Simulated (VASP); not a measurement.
Write the native input for VASP 6.6.1 that does the following.

* Task: single point
* Functional: LDA
* Potentials or basis: VASP PAW LDA potentials, release 64 (Co)
* Cutoff: 520 eV
* k mesh: 24 × 24 × 12
* Occupations: gaussian, width 0.15 eV
* Spin: collinear spin, ferromagnetic start
* Starting moments: [0.275, 0.275] μB
* Fixed moment: 0.55 μB
* Dipole correction: no
* Further INCAR settings: ALGO = Normal; EDIFF = 1e-06; NBANDS = 20

The structure of Co lies in POSCAR:

```
Co
1.0
    2.4944345983      0.0000000000      0.0000000000
   -1.2472172991      2.1602437303      0.0000000000
    0.0000000000      0.0000000000      4.0236895499
Co
2
Direct
    0.6666666667      0.3333333333      0.2500000000
    0.3333333333      0.6666666667      0.7500000000
```

The input as run:

INCAR

```
SYSTEM = Co
PREC     = Accurate       ! precision mode
ENCUT    = 520            ! plane-wave cutoff, eV
EDIFF    = 1E-6           ! SCF threshold, eV
ISMEAR   = 0              ! smearing method
SIGMA    = 0.15           ! smearing width, eV
LREAL    = .False.        ! projectors in reciprocal space
LASPH    = .True.         ! aspherical terms in the spheres
NELM     = 150            ! most SCF steps
ALGO     = Normal         ! electronic algorithm
ISIF     = 2              ! what is computed and relaxed
LWAVE    = .False.        ! write WAVECAR
LCHARG   = .True.         ! write CHGCAR
ISPIN    = 2              ! spin polarisation
MAGMOM   = 0.275 0.275    ! initial moments
LORBIT   = 11             ! projections on sites
NUPDOWN  = 0.55           ! fixed moment
LMAXMIX  = 4              ! l up to which the mixer works
LELF     = .True.         ! ELF
LVHAR    = .True.       
NBANDS   = 20             ! bands
```

KPOINTS

```
Automatic mesh
0
Gamma
  24 24 12
  0 0 0
```

Potentials or basis: VASP PAW LDA potentials, release 64 (Co).

Launch:

```console
$ cat potpaw_LDA.64/Co/POTCAR > POTCAR
$ mpirun -np 1 vasp_std > vasp.out
```

It gave:

```json
{
 "Pressure": "-28.2 GPa",
 "Net moment": "0.55 μB per cell",
 "Site moments": "Co +0.28 μB",
 "Valence electrons inside the program's atomic spheres": "Co 8.28"
}
```

Caveat: the cell stands under tension; the total moment is fixed, so each spin has its own Fermi level.

It took 3.5 min on 1 thread of AMD EPYC 7R13 Processor (Zen 3), on a shared host, peak memory 0.3 GiB.
